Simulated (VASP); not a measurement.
# Ba in VASP: further runs

Ba is run at these levels: PBEsol, PBE; tasks: single point.

Everything below comes from runs of VASP 6.6.1. Logs are shortened: lines on timing, memory, paths and dates and some standing lists are left out, and cuts for length are marked.

## (1) The cell of the first run

It takes space group Im-3m (No. 229, cubic). Conventional cell: a = 4.979 Å, b = 4.979 Å, c = 4.979 Å, α = 90.00°, β = 90.00°, γ = 90.00°. Within 5.7 Å of Ba (site symmetry m-3m) lie 14 Ba at 4.31 to 4.98 Å.

## (2) Single point, PBEsol (volume scaled by 0.98)

INCAR

```
SYSTEM = Ba
ALGO     = Normal         ! electronic algorithm
EDIFF    = 1E-6           ! SCF threshold, eV
ENCUT    = 520            ! plane-wave cutoff, eV
GGA      = PS             ! functional
ISIF     = 2              ! what is computed and relaxed
ISMEAR   = -1             ! smearing method
LASPH    = .TRUE.         ! aspherical terms in the spheres
LCHARG   = .TRUE.         ! write CHGCAR
LELF     = .TRUE.         ! ELF
LREAL    = .FALSE.        ! projectors in reciprocal space
LVHAR    = .TRUE.       
LWAVE    = .FALSE.        ! write WAVECAR
NBANDS   = 11             ! bands
NELM     = 60             ! most SCF steps
PREC     = Accurate       ! precision mode
SIGMA    = 0.05           ! smearing width, eV
```

KPOINTS

```
k-points
0
G
  8 8 8
  0 0 0
```

POSCAR

```
Ba
1.0
   -2.4896773455      2.4896773455      2.4896773455
    2.4896773455     -2.4896773455      2.4896773455
    2.4896773455      2.4896773455     -2.4896773455
Ba
1
Direct
    0.0000000000      0.0000000000      0.0000000000
```

Potentials or basis: VASP PAW PBE potentials, release 64 (Ba_sv).

Command:

```console
$ cat potpaw_PBE.64/Ba_sv/POTCAR > POTCAR
$ mpirun -np 1 vasp_std > vasp.out
```

OUTCAR:

```text
SYSTEM = Ba
   EDIFF = 1E-6
   ENCUT = 520
   GGA = PS
   ISIF = 2
   ISMEAR = -1
   LASPH = .TRUE.
   LREAL = .FALSE.
   NELM = 60
   PREC = Accurate

 ion  position               nearest neighbor table
   1  0.000  0.000  0.000-

  LATTYP: Found a body centered cubic cell.
 ALAT       =     4.9793546910

  Lattice vectors:

 A1 = (  -2.4896773455,   2.4896773455,   2.4896773455)
 A2 = (   2.4896773455,  -2.4896773455,   2.4896773455)
 A3 = (   2.4896773455,   2.4896773455,  -2.4896773455)

Analysis of symmetry for initial positions (statically):
=====================================================================
 Subroutine PRICEL returns:
 Original cell was already a primitive cell.

 Routine SETGRP: Setting up the symmetry group for a
 body centered cubic supercell.

 Subroutine GETGRP returns: Found 48 space group operations
 (whereof 48 operations were pure point group operations)
 out of a pool of 48 trial point group operations.

The static configuration has the point symmetry O_h .

Analysis of symmetry for dynamics (positions and initial velocities):
=====================================================================
 Subroutine PRICEL returns:
 Original cell was already a primitive cell.

 Routine SETGRP: Setting up the symmetry group for a
 body centered cubic supercell.

 Subroutine GETGRP returns: Found 48 space group operations
 (whereof 48 operations were pure point group operations)
 out of a pool of 48 trial point group operations.

The dynamic configuration has the point symmetry O_h .

 Subroutine INISYM returns: Found 48 space group operations
 (whereof 48 operations are pure point group operations),
 and found     1 'primitive' translations

----------------------------------------------------------------------------------------

                                     Primitive cell

  volume of cell :      61.7290

  direct lattice vectors                    reciprocal lattice vectors
    -2.489677346  2.489677346  2.489677346     0.000000000  0.200829236  0.200829236
     2.489677346 -2.489677346  2.489677346     0.200829236  0.000000000  0.200829236
     2.489677346  2.489677346 -2.489677346     0.200829236  0.200829236  0.000000000

  length of vectors
     4.312247657  4.312247657  4.312247657     0.284015430  0.284015430  0.284015430

  position of ions in fractional coordinates (direct lattice)
     0.000000000  0.000000000  0.000000000

  ion indices of the primitive-cell ions
   primitive index   ion index
                 1           1

----------------------------------------------------------------------------------------

 KPOINTS: k-points

Automatic generation of k-mesh.
 Grid dimensions read from file:
 generate k-points for:    8    8    8

 Generating k-lattice:

  Cartesian coordinates                     Fractional coordinates (reciprocal lattice)
     0.000000000  0.025103655  0.025103655     0.125000000  0.000000000  0.000000000
     0.025103655  0.000000000  0.025103655     0.000000000  0.125000000  0.000000000
     0.025103655  0.025103655  0.000000000     0.000000000  0.000000000  0.125000000

  Length of vectors
     0.035501929  0.035501929  0.035501929

  Shift w.r.t. Gamma in fractional coordinates (k-lattice)
     0.000000000  0.000000000  0.000000000

 Subroutine IBZKPT returns following result:
 ===========================================

 Found     29 irreducible k-points:

 Following reciprocal coordinates:
            Coordinates               Weight
  0.000000  0.000000  0.000000      1.000000
  0.125000  0.000000  0.000000     12.000000
  0.250000  0.000000  0.000000     12.000000
  0.375000  0.000000  0.000000     12.000000
  0.500000  0.000000  0.000000      6.000000
  0.125000  0.125000  0.000000     24.000000
[... 16 lines left out ...]
 -0.250000  0.250000  0.250000      6.000000
 -0.375000  0.375000  0.250000     24.000000
 [... further k-points ...]
   k-points           NKPTS =     29   k-points in BZ     NKDIM =     29   number of bands    NBANDS=     11
   number of dos      NEDOS =    301   number of ions     NIONS =      1
   total plane-waves  NPLWV =  32768
   dimension x,y,z NGX =    32 NGY =   32 NGZ =   32
   dimension x,y,z NGXF=    64 NGYF=   64 NGZF=   64
   ions per type =               1
   NGX,Y,Z   is equivalent  to a cutoff of  12.34, 12.34, 12.34 a.u.
   NGXF,Y,Z  is equivalent  to a cutoff of  24.67, 24.67, 24.67 a.u.
 SYSTEM =  Ba
   PREC   = accura    normal or accurate (medium, high low for compatibility)
   ISTART =      0    job   : 0-new  1-cont  2-samecut
   ICHARG =      2    charge: 1-file 2-atom 10-const
   ISPIN  =      1    spin polarized calculation?
   LNONCOLLINEAR =      F non collinear calculations
   LSORBIT =      F    spin-orbit coupling
   LASPH  =      T    aspherical Exc in radial PAW
   ENCUT  =  520.0 eV  38.22 Ry    6.18 a.u.   8.02  8.02  8.02*2*pi/ulx,y,z
   NELM   =     60;   NELMIN=  2; NELMDL= -5     # of ELM steps
   EDIFF  = 0.1E-05   stopping-criterion for ELM
   LREAL  =      F    real-space projection
   EDIFFG = 0.1E-04   stopping-criterion for IOM
   NSW    =      0    number of steps for IOM
   IBRION =     -1    ionic relax: 0-MD 1-quasi-New 2-CG
   NFREE  =      0    steps in history (QN), initial steepest desc. (CG)
   ISIF   =      2    stress and relaxation
   ISYM   =      2    0-nonsym 1-usesym 2-fastsym
   POTIM  = 0.5000    time-step for ionic-motion
   TEBEG  =    0.0;   TEEND  =   0.0 temperature during run
   PSTRESS=    0.0 pullay stress
   NELECT =      10.0000    total number of electrons
   NUPDOWN=      -1.0000    fix difference up-down
   EMIN   =  10.00;   EMAX   =-10.00  energy-range for DOS
   EFERMI =   0.00;   METHOD = LEGACY
   ISMEAR =    -1;   SIGMA  =   0.05  broadening in eV -4-tet -1-fermi 0-gaus
   EFERMI_NEDOS =   21; number of points for ismear=-14 and -15
   IALGO  =     38    algorithm
   IMIX   =      4    mixing-type and parameters
     AMIX     =   0.40;   BMIX     =  1.00
     AMIX_MAG =   1.60;   BMIX_MAG =  1.00
  volume/ion in A,a.u.               =      61.73       416.57
  Fermi-wavevector in a.u.,A,eV,Ry     =   0.892439  1.686465 10.836319  0.796447
  Thomas-Fermi vector in A             =   2.014388
   LORBIT       =      0    0 simple, 1 ext, 2 COOP (PROOUT), +10 PAW based schemes
   GGA     = PS    functional components
   LHFCALC =     F    Hartree Fock is set to
   AEXX    =    0.0000 exact exchange contribution
   IVDW    =     0    specifies the selected vdW correction
   LEPSILON=     F    determine dielectric tensor
   LRPA    =     F    only Hartree local field effects (RPA)
 non-spin polarized calculation
  energy-cutoff  :      520.00
  volume of cell :       61.73
 maximum number of plane-waves:      1689
   NGX = 15   NGY = 15   NGZ = 15

 number of electron      10.0000000 magnetization

 number of electron       9.9999998 magnetization

 Free energy of the ion-electron system (eV)
  ---------------------------------------------------
  ext. energy  EPLUGINS =         0.00000000
  ---------------------------------------------------
  free energy    TOTEN  =        -2.15325425 eV

  energy without entropy =       -2.14554091  energy(sigma->0) =       -2.14939758

 E-fermi :   1.5811     XC(G=0):  -7.5727

 val. band max:        1.5136044100   @ k =  -0.3750   0.5000   0.2500
 cond. band min:       1.7215525765   @ k =   0.2500   0.2500   0.1250
 fundamental gap:      0.2079481665
 Fermi energy:         1.5810752521

 k-point     1 :       0.0000    0.0000    0.0000
  band No.  band energies     occupation
      1     -27.2214      2.00000
      2     -12.1402      2.00000
      3     -12.1402      2.00000
      4     -12.1402      2.00000
      5      -1.1761      2.00000
      6       3.4370      0.00000
      7       3.4370      0.00000
      8       3.4370      0.00000
      9       4.8992      0.00000
     10       4.8992      0.00000
     11       8.6014      0.00000

 k-point     2 :       0.1250    0.0000    0.0000
  band No.  band energies     occupation
      1     -27.2145      2.00000
      2     -12.2183      2.00000
      3     -12.1642      2.00000
      4     -12.1407      2.00000
      5      -0.8813      2.00000
      6       3.2071      0.00000
      7       3.2838      0.00000
      8       3.7425      0.00000
      9       4.6020      0.00000
     10       4.8849      0.00000
     11       8.9163      0.00000

 k-point     3 :       0.2500    0.0000    0.0000
  band No.  band energies     occupation
      1     -27.1976      2.00000
      2     -12.3989      2.00000
      3     -12.2212      2.00000
      4     -12.1420      2.00000
      5      -0.1436      2.00000
      6       2.7598      0.00000
      7       2.7713      0.00000
      8       4.6236      0.00000
      9       4.6415      0.00000
     10       4.9553      0.00000
     11       8.9562      0.00000

 k-point     4 :       0.3750    0.0000    0.0000
  band No.  band energies     occupation
      1     -27.1807      2.00000
      2     -12.5694      2.00000
      3     -12.2769      2.00000
      4     -12.1433      2.00000
      5       0.5248      2.00000
      6       2.4042      0.00000
      7       2.6393      0.00000
      8       4.8840      0.00000
      9       5.2237      0.00000
     10       5.9427      0.00000
     11       7.9111      0.00000
[... 239 lines left out ...]
 k-point    22 :       0.2500    0.2500    0.2500
  band No.  band energies     occupation
      1     -27.1704      2.00000
      2     -12.3907      2.00000
      3     -12.3907      2.00000
      4     -12.3907      2.00000
      5       2.1382      0.00003
      6       2.1382      0.00003
      7       2.1382      0.00003
      8       5.4486      0.00000
      9       5.5660      0.00000
     10       5.5660      0.00000
     11       8.5300      0.00000

 k-point    23 :      -0.2500    0.2500    0.2500
  band No.  band energies     occupation
      1     -27.1769      2.00000
      2     -12.4088      2.00000
      3     -12.3090      2.00000
      4     -12.3090      2.00000
      5       0.7153      2.00000
      6       2.3545      0.00000
      7       3.4917      0.00000
      8       3.4917      0.00000
      9       4.5825      0.00000
     10       5.2984      0.00000
     11       8.6903      0.00000

 k-point    24 :      -0.3750    0.3750    0.2500
  band No.  band energies     occupation
      1     -27.1621      2.00000
      2     -12.5106      2.00000
      3     -12.3693      2.00000
      4     -12.3242      2.00000
      5       1.2647      1.99643
      6       1.8303      0.01358
      7       3.4965      0.00000
      8       3.7286      0.00000
      9       5.2159      0.00000
     10       5.6299      0.00000
     11       8.8856      0.00000

 [... further k-points ...]
[... 5 lines left out ...]
  --------------------------------------------------------------------------------------
  -------------------------------------------------------------------------------------
  Total       -0.1902991     -0.1902991     -0.1902991      0.0000000      0.0000000      0.0000000
  in kB       -4.9392161     -4.9392161     -4.9392161      0.0000000      0.0000000      0.0000000
  external PRESSURE =      -4.9392161 kB  Pullay stress =       0.0000000 kB

 VOLUME and BASIS-vectors are now :
 -----------------------------------------------------------------------------
  energy-cutoff  :      520.00
  volume of cell :       61.73
      direct lattice vectors                 reciprocal lattice vectors
    -2.489677346  2.489677346  2.489677346     0.000000000  0.200829236  0.200829236
     2.489677346 -2.489677346  2.489677346     0.200829236  0.000000000  0.200829236
     2.489677346  2.489677346 -2.489677346     0.200829236  0.200829236  0.000000000

 POSITION                                       TOTAL-FORCE (eV/Angst)
 -----------------------------------------------------------------------------------
      0.00000      0.00000      0.00000         0.000000      0.000000      0.000000
 -----------------------------------------------------------------------------------
    total drift:                                0.000000      0.000000      0.000000

  FREE ENERGIE OF THE ION-ELECTRON SYSTEM (eV)
  ---------------------------------------------------
  free  energy   TOTEN  =        -2.1532542498 eV

  energy  without entropy=       -2.1455409074  energy(sigma->0) =       -2.14939758
```

Wall time 8.5 s (1 thread of Intel Xeon Platinum 8375C at 2.90GHz (Ice Lake), shared host); peak memory 0.17 GiB.

What came out:

```yaml
Free_energy: -2.1533 eV
Pressure: -0.5 GPa
Band_gap_on_the_k_mesh: zero (band 5 reaches 2.14 eV, above the bottom of band 6 at 1.04 eV)
```

Caveat: the cell differs from its parent crystal (volume scaled by 0.98); the PAW data sets were made with another functional, which shifts forces and pressure a little; spin-orbit coupling is left out, which moves the levels of the heavy elements.

## (3) Single point, PBEsol (the cell strained at random)

INCAR

```
  PREC = Accurate
  ENCUT = 520
  EDIFF = 1E-6
  ISMEAR = -1
  SIGMA = 0.05
  LREAL = F
  LASPH = T
  NELM = 100
  ALGO = Fast
  ISIF = 2
  LWAVE = F
  LCHARG = T
  GGA = PS
  LELF = T
  LVHAR = T
  NBANDS = 11
```

KPOINTS

```
regular mesh
0
Gamma
  8 8 8
```

POSCAR

```
Ba
1.0
   -2.4717600000      2.4776470000      2.4485140000
    2.5653110000     -2.5280200000      2.5924380000
    2.4506570000      2.5069170000     -2.4988870000
Ba
1
Direct
   -0.0010750000      0.0047450000     -0.0114680000
```

Potentials or basis: VASP PAW PBE potentials, release 64 (Ba_sv).

Command:

```console
$ cat potpaw_PBE.64/Ba_sv/POTCAR > POTCAR
$ mpirun -np 1 vasp_std > vasp.out
```

Run time: 91 s. Hardware: 1 thread of Intel Xeon Platinum 8375C at 2.90GHz (Ice Lake), shared host; peak memory 0.31 GiB.

It converged, with:

```yaml
Free_energy: -2.1448 eV
Pressure: -0.6 GPa
Band_gap_on_the_k_mesh: zero (band 5 reaches 1.97 eV, above the bottom of band 6 at 1.00 eV)
```

Stress tensor (GPa, compression positive):
```
-0.65  0.06 -0.40
 0.06 -0.61  0.20
-0.40  0.20 -0.68
```

Levels at points of the mesh, in eV from the Fermi level:
```tsv
k point	band 2	band 3	band 4	band 5	band 6	band 7	band 8	band 9
(0.00, 0.00, 0.00)	-13.79	-13.77	-13.76	-2.75	1.69	1.75	2.01	3.25
(0.50, 0.00, 0.00)	-14.26	-13.94	-13.78	-0.87	0.70	1.34	3.16	3.73
(0.00, 0.50, 0.00)	-14.22	-13.90	-13.77	-0.92	0.69	1.14	3.29	3.93
(0.50, 0.50, 0.00)	-14.24	-13.92	-13.78	-0.89	0.65	1.27	3.28	3.85
(0.00, 0.00, 0.50)	-14.25	-13.94	-13.78	-0.88	0.65	1.32	3.24	3.80
(0.50, 0.00, 0.50)	-14.27	-13.95	-13.78	-0.87	0.75	1.38	3.06	3.63
(0.00, 0.50, 0.50)	-14.24	-13.91	-13.77	-0.90	0.67	1.21	3.28	3.89
(0.50, 0.50, 0.50)	-14.14	-14.10	-14.06	-0.53	-0.52	4.23	4.41	4.44
```

Caveat: the cell differs from its parent crystal (the cell strained at random); the PAW data sets were made with another functional, which shifts forces and pressure a little; spin-orbit coupling is left out, which moves the levels of the heavy elements.

## (4) Single point, PBE

This run uses another cell than the first one, of 62.99 Å³/atom, 1.020 times its volume.

INCAR

```
ALGO = Normal
EDIFF = 1E-7
ENCUT = 520
GGA = PE
ISIF = 2
ISMEAR = -1
LASPH = True
LCHARG = False
LREAL = False
LWAVE = False
NBANDS = 11
NELM = 60
PREC = Accurate
SIGMA = 0.04
```

KPOINTS

```
k-points
0
Gamma
  5 5 5
```

POSCAR

```
Ba
1.0
   -2.5065000000      2.5065000000      2.5065000000
    2.5065000000     -2.5065000000      2.5065000000
    2.5065000000      2.5065000000     -2.5065000000
Ba
1
Direct
    0.0000000000      0.0000000000      0.0000000000
```

Command:

```console
$ cat potpaw_PBE.64/Ba_sv/POTCAR > POTCAR
$ mpirun -np 1 vasp_std > vasp.out
```

Run time: 11 s. Hardware: 1 thread of AMD EPYC 7R13 (Zen 3), shared host; peak memory 0.14 GiB.

The run converged. Its results:

```
Free energy            : -1.9179 eV
Pressure               : -0.1 GPa
Band gap on the k mesh : zero (band 5 reaches 1.83 eV, above the bottom of band 6 at 1.31 eV)
```

Levels at points of the mesh, in eV from the Fermi level:
| k point | band 2 | band 3 | band 4 | band 5 | band 6 | band 7 | band 8 | band 9 |
| --- | --- | --- | --- | --- | --- | --- | --- | --- |
| (0.00, 0.00, 0.00) | -13.90 | -13.90 | -13.90 | -2.81 | 1.77 | 1.77 | 1.77 | 3.17 |

Caveat: spin-orbit coupling is left out, which moves the levels of the heavy elements.

## (5) The runs side by side

| level | cell | k mesh | smearing | gap on the mesh (eV) | pressure (GPa) |
| --- | --- | --- | --- | --- | --- |
| PBEsol | a = 4.312 Å, angles 109.5°, 1 atom | 8 × 8 × 8 | fermi-dirac 0.05 eV | none | -0.5 |
| PBEsol | a = 4.271, b = 4.438, c = 4.305 Å, angles 110.0, 108.9, 109.3°, 1 atom | 8 × 8 × 8 | fermi-dirac 0.05 eV | none | -0.6 |
| PBE | a = 4.341 Å, angles 109.5°, 1 atom | 5 × 5 × 5 | fermi-dirac 0.04 eV | none | -0.1 |

Alike in all rows: task single point; potentials or basis VASP PAW PBE potentials, release 64 (Ba_sv); no spin polarisation; cutoff (eV) 520.

Caveats: spin-orbit coupling is left out, which moves the levels of the heavy elements; the PAW data sets were made with another functional, which shifts forces and pressure a little (some runs).

Total energies depend on the potentials used, so only differences within one code and one set of settings carry meaning.
